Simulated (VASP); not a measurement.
Here is a VASP 6.6.1 calculation.

INCAR

```
PREC = Accurate
ENCUT = 520
EDIFF = 1E-6
ISMEAR = 0
SIGMA = 0.1
LREAL = False
LASPH = True
NELM = 100
ALGO = Normal
ISIF = 2
LWAVE = False
LCHARG = False
GGA = PE
NBANDS = 14
```

File KPOINTS:

```
Automatic mesh
0
Gamma
  6 6 6
```

The input POSCAR:

```
Re
1.0
    1.4326931800      0.8271657900      4.1627122900
   -1.4326931800      0.8271657900      4.1627122900
    0.0000000000     -1.6543315900      4.1627122900
Re
2
Direct
    0.2366874000      0.2366874000      0.2366874000
    0.7633126000      0.7633126000      0.7633126000
```

Potentials or basis: VASP PAW PBE potentials, release 64 (Re).

Command:

```sh
$ cat potpaw_PBE.64/Re/POTCAR > POTCAR
$ mpirun -np 1 vasp_std > vasp.out
```

Predict the largest force.

5.027 eV/Å.

What does it give for the band gap on the k mesh?

Zero (bands 7 and 8 overlap by 3.45 eV).

Forces in eV/Å, atoms in the order of the input:
```
Re   0.000  0.000  5.027
Re   0.000  0.000 -5.027
```

Caveat: the k points lie up to 0.43 Å⁻¹ apart, too coarse for converged energies and pressures of a metal; spin-orbit coupling is left out, which moves the levels of the heavy elements; forces of over 1 eV/Å act on the atoms, so gaps and moduli don't describe the material at rest.
